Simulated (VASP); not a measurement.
Write the native input for VASP 6.6.1 that does the following.

* Task: single point
* Functional: PBE
* Potentials or basis: VASP PAW PBE potentials, release 64 (Cd, S)
* Cutoff: 520 eV
* k mesh: 10 × 10 × 6
* Occupations: fermi-dirac, width 0.05 eV
* Spin: no spin polarisation
* Dipole correction: no
* Further INCAR settings: ALGO = Normal; EDIFF = 1e-07; NBANDS = 26

The structure of CdS (NiAs type) lies in POSCAR:

```
CdS
1.0
    3.7087883645      0.0000000000      0.0000000000
   -1.8543941822      3.2119049409      0.0000000000
    0.0000000000      0.0000000000      6.2901408078
Cd S
2 2
Direct
    0.0000000000      0.0000000000      0.0000000000
    0.0000000000      0.0000000000      0.5000000000
    0.3333333333      0.6666666667      0.2500000000
    0.6666666667      0.3333333333      0.7500000000
```

These files were run (other wordings do the same):

INCAR

```
PREC = Accurate ; ENCUT = 520
EDIFF = 1E-7 ; ISMEAR = -1
SIGMA = 0.05 ; LREAL = False
LASPH = True ; NELM = 100
ALGO = Normal ; ISIF = 2
LWAVE = False ; LCHARG = False
GGA = PE ; NBANDS = 26
```

KPOINTS

```
Automatic mesh
0
Gamma
  10 10 6
```

Potentials or basis: VASP PAW PBE potentials, release 64 (Cd, S).

Run with:

```sh
$ cat potpaw_PBE.64/Cd/POTCAR potpaw_PBE.64/S/POTCAR > POTCAR
$ mpirun -np 1 vasp_std > vasp.out
```

Results of the run:

The pressure is 11.6 GPa. The band gap on the k mesh is 1.05 eV.

Caveat: the cell stands under pressure.

Wall time 2.1 min on 1 thread of Intel Xeon 8259CL, on a shared host, peak memory 0.24 GiB.
